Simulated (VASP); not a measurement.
The system is LuTl2.

```xyz
3
Lattice="5.4452 0.0000 0.0000 -2.7226 4.7157 0.0000 0.0000 0.0000 3.2553" Properties=species:S:1:pos:R:3 pbc="T T T"
Lu    0.0000    0.0000    0.0000
Tl    0.0000    3.1438    1.6277
Tl    2.7226    1.5719    1.6277
```

```yaml
Program: VASP 6.6.1
Task: relaxation of cell and atoms
Functional: PBE
Potentials_or_basis: VASP PAW PBE potentials, release 64 (Lu, Tl_d)
Cutoff: 600 eV
k_mesh: 6 × 6 × 6
Occupations: gaussian, width 0.1 eV
Spin: no spin polarisation
```

At the start: pressure -0.2 GPa; volume 27.86 Å³/atom.

Where does the relaxation end?

Over 5 steps the energy falls by 29.2 meV/atom and the volume is 27.22 Å³/atom (-2.3 %); space group P6/mmm (No. 191, to 0.05 Å).

Step by step:
```tsv
step	energy change (eV)	largest force (eV/Å)	pressure (GPa)	volume (Å³)
1	0.0000	0.0000	-0.22	83.59
2	-0.0841	0.0000	-0.62	83.03
3	-0.0859	0.0000	-0.87	82.93
4	-0.0859	0.0000	-0.58	82.91
5	-0.0877	0.0000	-0.03	81.67
```

Final structure:
```cif
data_structure
_symmetry_space_group_name_H-M 'P 1'
_symmetry_Int_Tables_number 1
_cell_length_a 5.2814
_cell_length_b 5.2814
_cell_length_c 3.3809
_cell_angle_alpha 90.000
_cell_angle_beta 90.000
_cell_angle_gamma 120.000
_cell_volume 81.67
loop_
_atom_site_label
_atom_site_type_symbol
_atom_site_fract_x
_atom_site_fract_y
_atom_site_fract_z
_atom_site_occupancy
Lu1 Lu 0.00000 0.00000 0.00000 1
Tl1 Tl 0.33333 0.66667 0.50000 1
Tl2 Tl 0.66667 0.33333 0.50000 1
```
